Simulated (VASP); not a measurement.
Here is a VASP 6.6.1 calculation.

File INCAR:

```
PREC = Accurate
ENCUT = 520
EDIFF = 1E-6
ISMEAR = 0
SIGMA = 0.1
LREAL = False
LASPH = True
NELM = 100
ALGO = Normal
ISIF = 2
LWAVE = False
LCHARG = False
GGA = PE
NBANDS = 20
```

The input KPOINTS:

```
regular mesh
0
Gamma
  6 6 6
```

File POSCAR:

```
Zr2B
1.0
    0.0000000000      3.0498837083      3.0498837083
    3.0498837083      0.0000000000      3.0498837083
    3.0498837083      3.0498837083      0.0000000000
Zr B
2 1
Direct
    0.2500000000      0.2500000000      0.2500000000
    0.0000000000      0.0000000000      0.0000000000
    0.7500000000      0.7500000000      0.7500000000
```

Potentials or basis: VASP PAW PBE potentials, release 64 (Zr_sv, B).

Run with:

```console
$ cat potpaw_PBE.64/Zr_sv/POTCAR potpaw_PBE.64/B/POTCAR > POTCAR
$ mpirun -np 1 vasp_std > vasp.out
```

What does it give for the pressure?

0.1 GPa.
